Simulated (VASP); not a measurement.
Set up this calculation in VASP 6.6.1, as the native input.

```yaml
Task: relaxation of cell and atoms
Functional: PBEsol
Potentials_or_basis: VASP PAW PBE potentials, release 64 (Zn, N, Sn_d)
Cutoff: 600 eV
k_mesh: 6 × 6 × 6
Occupations: fermi-dirac, width 0.02 eV
Spin: no spin polarisation
Dipole_correction: no
Further_INCAR_settings: ALGO = Normal; EDIFF = 1e-07; IBRION = 2; EDIFFG = -0.005; NSW = 80; ISIF = 3
```

The structure of ZnSnN2 lies in POSCAR:

```
ZnSnN2
1.0
    3.4136646627      0.0000000000      0.0000000000
    0.0000000000      3.4136646627      0.0000000000
    0.0000000000      0.0000000000      4.7642197789
Zn N Sn
1 2 1
Direct
    0.0000000000      0.0000000000      0.0000000000
    0.0000000000      0.5000000000      0.2443005681
    0.5000000000      0.0000000000      0.7556994319
    0.5000000000      0.5000000000      0.5000000000
```

The input as run:

INCAR

```
SYSTEM = ZnSnN2
PREC = Accurate ; ENCUT = 600
EDIFF = 1E-7 ; ISMEAR = -1
SIGMA = 0.02 ; LREAL = .False.
LASPH = .True. ; NELM = 60
ALGO = Normal ; ISIF = 3
LWAVE = .False. ; LCHARG = .False.
GGA = PS ; IBRION = 2
NSW = 80 ; EDIFFG = -0.005
```

KPOINTS

```
Automatic mesh
0
Gamma
  6 6 6
  0 0 0
```

Potentials or basis: VASP PAW PBE potentials, release 64 (Zn, N, Sn_d).

Run with:

```console
$ cat potpaw_PBE.64/Zn/POTCAR potpaw_PBE.64/N/POTCAR potpaw_PBE.64/Sn_d/POTCAR > POTCAR
$ mpirun -np 1 vasp_std > vasp.out
```

Results of the run:

The relaxed volume is 13.38 Å³/atom. The relaxed cell is a = 3.381 Å, b = 3.381 Å, c = 4.685 Å, α = 90.00°, β = 90.00°, γ = 90.00° and the space group after relaxing (to 0.05 Å) is P-4m2 (No. 115). The energy gained by relaxing is 8.1 meV/atom, the ionic steps are 10 and the pressure after relaxing is 0.0 GPa. The largest force after relaxing is 0.003 eV/Å.

Caveat: the PAW data sets were made with another functional, which shifts forces and pressure a little.

Wall time 7.4 min on 1 thread of Oxide Virtual Turin-like Processor, on a shared host, peak memory 0.2 GiB.
